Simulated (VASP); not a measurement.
Here is a VASP 6.6.1 calculation.

Contents of POSCAR:

```
PbO
1.0
    3.4936531775      0.0000000000      0.0000000000
   -1.7468265887      3.0255924037      0.0000000000
    0.0000000000      0.0000000000      6.3380295272
Pb O
2 2
Direct
    0.0000000000      0.0000000000      0.0000000000
    0.0000000000      0.0000000000      0.5000000000
    0.3333333333      0.6666666667      0.2500000000
    0.6666666667      0.3333333333      0.7500000000
```

Contents of INCAR.step1:

```
SYSTEM = PbO
ALGO = Normal
EDIFF = 1E-4
ENCUT = 520
GGA = PE
ISMEAR = -1
LASPH = .TRUE.
LCHARG = .FALSE.
LREAL = .FALSE.
LWAVE = .TRUE.
NBANDS = 28
NELM = 60
PREC = Accurate
SIGMA = 0.02
```

File INCAR.step2:

```
SYSTEM = PbO
ALGO = Normal
EDIFF = 1E-6
ENCUT = 520
ISIF = 2
ISMEAR = -1
ISTART = 1
LASPH = .TRUE.
LCHARG = .TRUE.
LELF = .TRUE.
LMIXTAU = .TRUE.
LREAL = .FALSE.
LVHAR = .TRUE.
LWAVE = .FALSE.
METAGGA = R2SCAN
NBANDS = 28
NELM = 60
PREC = Accurate
SIGMA = 0.02
```

Contents of KPOINTS:

```
k-points
0
G
  9 9 4
  0 0 0
```

Potentials or basis: VASP PAW PBE potentials, release 64 (Pb_d, O).

The run is started by

```console
$ cat potpaw_PBE.64/Pb_d/POTCAR potpaw_PBE.64/O/POTCAR > POTCAR
$ cp INCAR.step1 INCAR
$ mpirun -np 1 vasp_std > vasp.out
$ cp INCAR.step2 INCAR
$ mpirun -np 1 vasp_std > vasp.out
```

Problem. Predict the band gap on the k mesh.

Solution. 0.04 eV, indirect (least direct gap 0.46 eV).

Problem. Predict the pressure.

Solution. 7.2 GPa.

Stress tensor (GPa, compression positive):
```
6.54 0.00 0.00
0.00 6.54 0.00
0.00 0.00 8.54
```

Caveat: the PAW data sets were made with another functional, which shifts forces and pressure a little; spin-orbit coupling is left out, which moves the levels of the heavy elements. A k mesh can miss the band edges.
